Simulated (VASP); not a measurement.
Write the native input for VASP 6.6.1 that does the following.

```
Task                   : single point
Functional             : PBEsol
Potentials or basis    : VASP PAW PBE potentials, release 64 (Al, Co)
Cutoff                 : 520 eV
k mesh                 : 16 × 16 × 16
Occupations            : gaussian, width 0.15 eV
Spin                   : no spin polarisation
Dipole correction      : no
Further INCAR settings : ALGO = Fast; EDIFF = 1e-06; NBANDS = 13
```

The structure of AlCo lies in POSCAR:

```
AlCo
1.0
    2.8194032100      0.0000000000      0.0000000000
    0.0000000000      2.8194032100      0.0000000000
    0.0000000000      0.0000000000      2.7771121618
Al Co
1 1
Direct
    0.0000000000      0.0000000000      0.0000000000
    0.5000000000      0.5000000000      0.5000000000
```

This cell differs from its parent crystal: strain +0.000 along x and y, -0.015 along z.

One way to write it, as run:

INCAR

```
SYSTEM = AlCo
PREC = Accurate
ENCUT = 520
EDIFF = 1E-6
ISMEAR = 0
SIGMA = 0.15
LREAL = .FALSE.
LASPH = .TRUE.
NELM = 80
ALGO = Fast
ISIF = 2
LWAVE = .FALSE.
LCHARG = .FALSE.
GGA = PS
NBANDS = 13
```

KPOINTS

```
regular mesh
0
G
  16 16 16
  0 0 0
```

Potentials or basis: VASP PAW PBE potentials, release 64 (Al, Co).

The run is started by

```sh
$ cat potpaw_PBE.64/Al/POTCAR potpaw_PBE.64/Co/POTCAR > POTCAR
$ mpirun -np 1 vasp_std > vasp.out
```

Results of the run:

- Pressure: 3.6 GPa
- Band gap on the k mesh: zero (bands 6 and 7 overlap by 2.65 eV)

Caveat: the cell differs from its parent crystal (strain +0.000 along x and y, -0.015 along z); the cell stands under pressure; the PAW data sets were made with another functional, which shifts forces and pressure a little; the run has no spin polarisation, though such a crystal can be magnetic.

Wall time 2.3 min on 1 thread of Intel Xeon 8259CL, on a shared host, peak memory 0.25 GiB.
